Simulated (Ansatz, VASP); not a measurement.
## Ca in VASP and in Ansatz

Contents of INCAR:

```
SYSTEM = Ca
PREC = Accurate
ENCUT = 520
EDIFF = 1E-8
ISMEAR = -1
SIGMA = 0.05
LREAL = .FALSE.
LASPH = .TRUE.
NELM = 100
ALGO = Normal
ISIF = 2
LWAVE = .FALSE.
LCHARG = .FALSE.
GGA = PE
LEFG = .TRUE.
NBANDS = 11
```

The input KPOINTS:

```
regular mesh
0
G
  13 13 13
  0 0 0
```

File POSCAR:

```
Ca
1.0
    3.5778710112      0.0000000000      0.0000000000
    0.0000000000      3.5778710112      0.0000000000
    0.0000000000      0.0000000000      3.5778710112
Ca
1
Direct
    0.0000000000      0.0000000000      0.0000000000
```

Input for Ansatz:

```yaml
crystal:
  lattice:
    - [3.5778710112, 0.0, 0.0]
    - [0.0, 3.5778710112, 0.0]
    - [0.0, 0.0, 3.5778710112]
  atoms:
    - { symbol: Ca, position: [0.0, 0.0, 0.0] }
kpoints:
  mp_grid: { grid: [13, 13, 13] }
scf:
  occupations: { method: fermi_dirac, width: 0.05 }
hamiltonian:
  xc: pbe
  pseudopotentials: { kind: paw }
output:
  forces: true
  stress: true
  eigenvalues: true
  efg: { contact_densities: true }
```

Change from the starting cell: volume scaled by 1.05, PAW files.

Alike in both runs: task electric field gradients; functional PBE; k mesh 13 × 13 × 13; occupations fermi-dirac, width 0.05 eV; no spin polarisation.

|  | VASP | Ansatz |
| --- | --- | --- |
| version | VASP 6.6.1 | Ansatz 0.2.0 |
| potentials or method | VASP PAW PBE potentials, release 64 (Ca_sv) | PAW with Ansatz's default frozen-core files, scalar-relativistic |
| plane-wave cutoff (eV) | 520 | 420 |
| valence electrons in the cell | 10 | 10 |

```tsv
	VASP	Ansatz	Ansatz less VASP
pressure (GPa)	-0.5	-0.5	-0.01
```
